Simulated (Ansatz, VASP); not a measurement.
**Two plane-wave programs on WSe2**

```
W Se
1.0
     3.06893    0.00000    0.00000
    -1.53447    2.79766    0.00000
     0.00000    0.00000   12.41450
W Se
2 4
Direct
  0.33333 0.66667 0.25000
  0.66667 0.33333 0.75000
  0.33333 0.66667 0.61458
  0.66667 0.33333 0.11458
  0.33333 0.66667 0.88542
  0.66667 0.33333 0.38542
```

Change from the starting cell: strain -0.0500 x Voigt [1, 0, 0, 0, 0, 0], atoms carried along.

Alike in both runs: task single point; functional PBEsol; dispersion D3(BJ); k mesh 12 × 12 × 4; occupations gaussian, width 0.05 eV; no spin polarisation.

```csv
,VASP,Ansatz
version,VASP 6.6.1,Ansatz 0.2.0
potentials or method,"VASP PAW PBE potentials, release 64 (W_sv, Se), cutoff 520 eV","scalar-relativistic, plane waves, PAW"
valence electrons in the cell,52,92
```

```csv
,VASP,Ansatz,Ansatz less VASP
gap on the k mesh at the Fermi level (eV),0.73,0.74,+0.007
least direct gap on the mesh (eV),1.54,1.54,+0.002
pressure (GPa),9.6,9.0,-0.64
"traceless stress, the component that is largest in VASP (GPa)",7.83,7.88,+0.049
rms of the force components (eV/Å),0.380,0.347,-0.0325
```

VASP's potentials were made for PBE, not for PBEsol. Atom by atom the forces differ by 0.036 eV/Å (rms over components). VASP's potentials hold 52 valence electrons a cell and Ansatz's 92, so a difference there can come from the potentials and not from the codes.

Spin-orbit coupling is off throughout.
